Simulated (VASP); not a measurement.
# NaI (Pm-3m) in VASP: G0W0 quasiparticle levels with PBE

Aim: the G0W0 quasiparticle levels of NaI with PBE.

Program: VASP 6.6.1. These are calculated values, not measurements. Logs are shortened: lines on timing, memory, paths and dates and some standing lists are left out, and cuts for length are marked.

## Step 1: The cell of the first run

It takes space group Pm-3m (No. 221, cubic). The conventional cell has a = 4.041 Å, b = 4.041 Å, c = 4.041 Å, α = 90.00°, β = 90.00°, γ = 90.00°. Within 4.6 Å of Na (site symmetry m-3m) lie 8 I at 3.50 Å and 6 Na at 4.04 Å. Within 4.6 Å of I (site symmetry m-3m) lie 8 Na at 3.50 Å and 6 I at 4.04 Å.

## Step 2: G0W0 quasiparticle levels, PBE

POSCAR

```
NaI
1.0
    4.0405365658      0.0000000000      0.0000000000
    0.0000000000      4.0405365658      0.0000000000
    0.0000000000      0.0000000000      4.0405365658
Na I
1 1
Direct
    0.0000000000      0.0000000000      0.0000000000
    0.5000000000      0.5000000000      0.5000000000
```

INCAR.step1

```
PREC     = Accurate       # precision mode
ENCUT    = 500            # plane-wave cutoff, eV
EDIFF    = 1E-8           # SCF threshold, eV
ISMEAR   = 0              # smearing method
SIGMA    = 0.01           # smearing width, eV
LREAL    = False          # projectors in reciprocal space
LASPH    = True           # aspherical terms in the spheres
NELM     = 100            # most SCF steps
ALGO     = Normal         # electronic algorithm
LWAVE    = True           # write WAVECAR
LCHARG   = False          # write CHGCAR
GGA      = PE             # functional
```

INCAR.step2

```
PREC     = Accurate       # precision mode
ENCUT    = 500            # plane-wave cutoff, eV
EDIFF    = 1E-8           # SCF threshold, eV
ISMEAR   = 0              # smearing method
SIGMA    = 0.01           # smearing width, eV
LREAL    = False          # projectors in reciprocal space
LASPH    = True           # aspherical terms in the spheres
NELM     = 1              # most SCF steps
ALGO     = Exact          # electronic algorithm
LWAVE    = True           # write WAVECAR
LCHARG   = False          # write CHGCAR
GGA      = PE             # functional
NBANDS   = 115            # bands
LOPTICS  = True           # frequency-dependent dielectric function
ISTART   = 1
```

INCAR.step3

```
PREC     = Accurate       # precision mode
ENCUT    = 500            # plane-wave cutoff, eV
EDIFF    = 1E-8           # SCF threshold, eV
ISMEAR   = 0              # smearing method
SIGMA    = 0.01           # smearing width, eV
LREAL    = False          # projectors in reciprocal space
LASPH    = True           # aspherical terms in the spheres
ALGO     = EVGW0          # electronic algorithm
LWAVE    = False          # write WAVECAR
LCHARG   = False          # write CHGCAR
GGA      = PE             # functional
NELMGW   = 1            
NBANDS   = 115            # bands
ENCUTGW  = 80.0           # cutoff of the response function
NOMEGA   = 96             # frequency points
PRECFOCK = Fast         
ISTART   = 1            
NBANDSGW = 16           
OMEGAMAX = 30
```

KPOINTS

```
regular mesh
0
Gamma
  4 4 4
```

Potentials or basis: VASP PAW PBE potentials, release 64 (Na_sv_GW, I_GW).

Started as:

```sh
$ cat potpaw_PBE.64/Na_sv_GW/POTCAR potpaw_PBE.64/I_GW/POTCAR > POTCAR
$ cp INCAR.step1 INCAR
$ mpirun -np 1 vasp_std > vasp.out
$ cp INCAR.step2 INCAR
$ mpirun -np 1 vasp_std > vasp.out
$ cp INCAR.step3 INCAR
$ mpirun -np 1 vasp_std > vasp.out
```

OUTCAR:

```text
PREC = Accurate
   ENCUT = 500
   EDIFF = 1E-8
   ISMEAR = 0
   LREAL = False
   LASPH = True
   GGA = PE
   NELMGW = 1
   ENCUTGW = 80.0
   PRECFOCK = Fast
   ISTART = 1

 ion  position               nearest neighbor table
   1  0.000  0.000  0.000-
   2  0.500  0.500  0.500-

  LATTYP: Found a simple cubic cell.
 ALAT       =     4.0405365658

  Lattice vectors:

 A1 = (   4.0405365658,   0.0000000000,   0.0000000000)
 A2 = (   0.0000000000,   4.0405365658,   0.0000000000)
 A3 = (   0.0000000000,   0.0000000000,   4.0405365658)

Analysis of symmetry for initial positions (statically):
=====================================================================
 Subroutine PRICEL returns:
 Original cell was already a primitive cell.

 Routine SETGRP: Setting up the symmetry group for a
 simple cubic supercell.

 Subroutine GETGRP returns: Found 48 space group operations
 (whereof 48 operations were pure point group operations)
 out of a pool of 48 trial point group operations.

The static configuration has the point symmetry O_h .

Analysis of symmetry for dynamics (positions and initial velocities):
=====================================================================
 Subroutine PRICEL returns:
 Original cell was already a primitive cell.

 Routine SETGRP: Setting up the symmetry group for a
 simple cubic supercell.

 Subroutine GETGRP returns: Found 48 space group operations
 (whereof 48 operations were pure point group operations)
 out of a pool of 48 trial point group operations.

The dynamic configuration has the point symmetry O_h .

 Subroutine INISYM returns: Found 48 space group operations
 (whereof 48 operations are pure point group operations),
 and found     1 'primitive' translations

----------------------------------------------------------------------------------------

                                     Primitive cell

  volume of cell :      65.9655

  direct lattice vectors                    reciprocal lattice vectors
     4.040536566  0.000000000  0.000000000     0.247491882  0.000000000  0.000000000
[... 48 lines left out ...]
  0.500000  0.500000  0.000000      3.000000
  0.250000  0.250000  0.250000      8.000000
  0.500000  0.250000  0.250000     12.000000
  0.500000  0.500000  0.250000      6.000000
  0.500000  0.500000  0.500000      1.000000
   k-points           NKPTS =     10   k-points in BZ     NKDIM =     64   number of bands    NBANDS=    115
   number of dos      NEDOS =    301   number of ions     NIONS =      2
   total plane-waves  NPLWV =  27000
   dimension x,y,z NGX =    30 NGY =   30 NGZ =   30
   dimension x,y,z NGXF=    60 NGYF=   60 NGZF=   60
   ions per type =               1   1
   NGX,Y,Z   is equivalent  to a cutoff of  12.34, 12.34, 12.34 a.u.
   NGXF,Y,Z  is equivalent  to a cutoff of  24.69, 24.69, 24.69 a.u.
 SYSTEM =  unknown system
   PREC   = accura    normal or accurate (medium, high low for compatibility)
   ISTART =      1    job   : 0-new  1-cont  2-samecut
   ICHARG =      0    charge: 1-file 2-atom 10-const
   ISPIN  =      1    spin polarized calculation?
   LNONCOLLINEAR =      F non collinear calculations
   LSORBIT =      F    spin-orbit coupling
   LASPH  =      T    aspherical Exc in radial PAW
   ENCUT  =  500.0 eV  36.75 Ry    6.06 a.u.   7.37  7.37  7.37*2*pi/ulx,y,z
   NELM   =     60;   NELMIN=  2; NELMDL=  0     # of ELM steps
   EDIFF  = 0.1E-07   stopping-criterion for ELM
   LREAL  =      F    real-space projection
   EDIFFG = 0.1E-06   stopping-criterion for IOM
   NSW    =      0    number of steps for IOM
   IBRION =     -1    ionic relax: 0-MD 1-quasi-New 2-CG
   NFREE  =      0    steps in history (QN), initial steepest desc. (CG)
   ISIF   =      0    stress and relaxation
   ISYM   =      3    0-nonsym 1-usesym 2-fastsym
   POTIM  = 0.5000    time-step for ionic-motion
   TEBEG  =    0.0;   TEEND  =   0.0 temperature during run
   PSTRESS=    0.0 pullay stress
   NELECT =      16.0000    total number of electrons
   NUPDOWN=      -1.0000    fix difference up-down
   EMIN   =  10.00;   EMAX   =-10.00  energy-range for DOS
   EFERMI =   0.00;   METHOD = LEGACY
   ISMEAR =     0;   SIGMA  =   0.01  broadening in eV -4-tet -1-fermi 0-gaus
   EFERMI_NEDOS =   21; number of points for ismear=-14 and -15
   IALGO  =     38    algorithm
   IMIX   =      4    mixing-type and parameters
     AMIX     =   0.40;   BMIX     =  1.00
     AMIX_MAG =   1.60;   BMIX_MAG =  1.00
  volume/ion in A,a.u.               =      32.98       222.58
  Fermi-wavevector in a.u.,A,eV,Ry     =   1.020961  1.929336 14.182185  1.042361
  Thomas-Fermi vector in A             =   2.154559
   LORBIT       =      0    0 simple, 1 ext, 2 COOP (PROOUT), +10 PAW based schemes
   GGA     = PE    functional components
   LHFCALC =     T    Hartree Fock is set to
   PRECFOCK=fast      Normal, Fast or Accurate (Low or Medium for compatibility)
   ENCUT4O =  -1.0   cutoff for four orbital integrals eV
   NKREDX  =     1    reduce k-point grid by
   NKREDY  =     1    reduce k-point grid by
   NKREDZ  =     1    reduce k-point grid by
   AEXX    =    1.0000 exact exchange contribution
   HFSCREEN=    0.0000 screening length (either q_TF or 0.3 A-1)
   HFSCREENC=   0.0000 screening length for correlation (either q_TF or 0.3 A-1)
   ENCUTFOCK=  -1.0 apply spherical cutoff to Coloumb kernel
   IVDW    =     0    specifies the selected vdW correction
   LEPSILON=     F    determine dielectric tensor
   LRPA    =     F    only Hartree local field effects (RPA)
   LRPAFORCE           =     F    calculate RPA forces
   ENCUTGW             =  80.0    cutoff for response function in eV
   ENCUTGWSOFT         =  64.0    soft cutoff for Coulomb kernel in GW response function in eV
   ENCUTLF             =  -1.0    cutoff for local field effects
   NELMGW              =     1    number of iterations in solving QP/BSE equation
   NELMHF              =     1    number of iterations in the inner HF iteration
   NKREDLFX            =     1    NKREDLFY  =   1   NKREDLFZ  =   1
 non-spin polarized calculation
 Gauss-broadening in eV      SIGMA  =   0.01
  energy-cutoff  :      500.00
  volume of cell :       65.97
 maximum number of plane-waves:      1743
 NGX is ok and might be reduce to    30
  NGX = 16; NGY = 16; NGZ = 16
   NGX = 15   NGY = 15   NGZ = 15
 maximum number of plane-waves:       112
 NGX is ok and might be reduce to    14

 QP shifts <psi_nk| G(iteration)W_0 |psi_nk>: iteration 1
 for sc-GW calculations column KS-energies equals QP-energies in previous step
 and V_xc(KS)=  KS-energies - (<T + V_ion + V_H > + <T+V_H+V_ion>^1  + <V_x>^1)

 k-point   1 :       0.0000    0.0000    0.0000
  band No.  KS-energies  QP-energies   sigma(KS)   V_xc(KS)     V^pw_x(r,r')   Z            occupation Imag(sigma)

      1     -49.8585     -60.0970     -42.8422     -29.2781     -49.1274       0.7548       2.0000       0.2986
      2     -21.7900     -27.7948     -36.1418     -28.3296     -41.3695       0.7686       2.0000       0.1205
      3     -21.7900     -27.7948     -36.1418     -28.3296     -41.3695       0.7686       2.0000       0.1205
      4     -21.7900     -27.7948     -36.1418     -28.3296     -41.3695       0.7686       2.0000       0.1205
      5      -9.8828     -10.6323     -12.9302     -11.8761     -18.8958       0.7110       2.0000       1.3110
      6       1.2833       0.1882     -12.4701     -11.0502     -14.0650       0.7713       2.0000       0.0781
[... 175 lines left out ...]
      2     -21.7953     -27.7645     -36.1173     -28.3100     -41.3444       0.7646       2.0000       0.1213
      3     -21.7953     -27.7645     -36.1173     -28.3100     -41.3444       0.7646       2.0000       0.1213
      4     -21.7953     -27.7645     -36.1173     -28.3100     -41.3444       0.7646       2.0000       0.1213
      5      -8.9965      -9.5250     -13.3369     -12.5289     -19.0851       0.6540       2.0000       1.0473
      6      -0.1658      -1.3827     -11.9451     -10.3263     -13.8764       0.7517       2.0000       0.1096
[... 8 lines left out ...]
     15      15.5072      16.1562      -7.6287      -8.4873      -2.9034       0.7559       0.0000      -0.5398
     16      18.1233      19.2160      -8.8960     -10.2737      -3.9084       0.7932       0.0000      -0.8201
```

OUTCAR.step2:

```text
PREC = Accurate
   ENCUT = 500
   EDIFF = 1E-8
   ISMEAR = 0
   LREAL = False
[... 769 lines left out ...]
     0.00000     4.63209     4.63209     4.63209     0.00000    -0.00000     0.00000
     1.54966     4.97567     4.97567     4.97567     0.00000    -0.00000     0.00000
     3.09932     4.42278     4.42278     4.42278     0.00000    -0.00000     0.00000
     4.64898     8.58627     8.58627     8.58627     0.00000    -0.00000     0.00000
     6.19864    -2.14965    -2.14965    -2.14965     0.00000    -0.00000     0.00000
     7.74829    -0.45000    -0.45000    -0.45000    -0.00000     0.00000     0.00000
[... 92 lines left out ...]
   151.86656     0.98658     0.98658     0.98658     0.00000     0.00000     0.00000
   153.41622     0.98688     0.98688     0.98688     0.00000     0.00000     0.00000
```

Run time: 7.8 min. Hardware: 1 thread of Intel Xeon 8259CL, shared host; peak memory 0.91 GiB.

What came out:

| Item | Value |
| --- | --- |
| Quasiparticle gap | 3.88 eV |
| Least direct quasiparticle gap | 4.28 eV |
| Band gap of the starting levels on the mesh | 2.29 eV |
| Least direct gap of the starting levels on the mesh | 2.79 eV |

Caveat: the k points lie up to 0.39 Å⁻¹ apart; bands, screening cutoff and mesh are small and nothing is extrapolated, so the quasiparticle values aren't converged; the structure was generated, so it needn't be the stable form of NaI; spin-orbit coupling is left out, which moves the levels of the heavy elements.
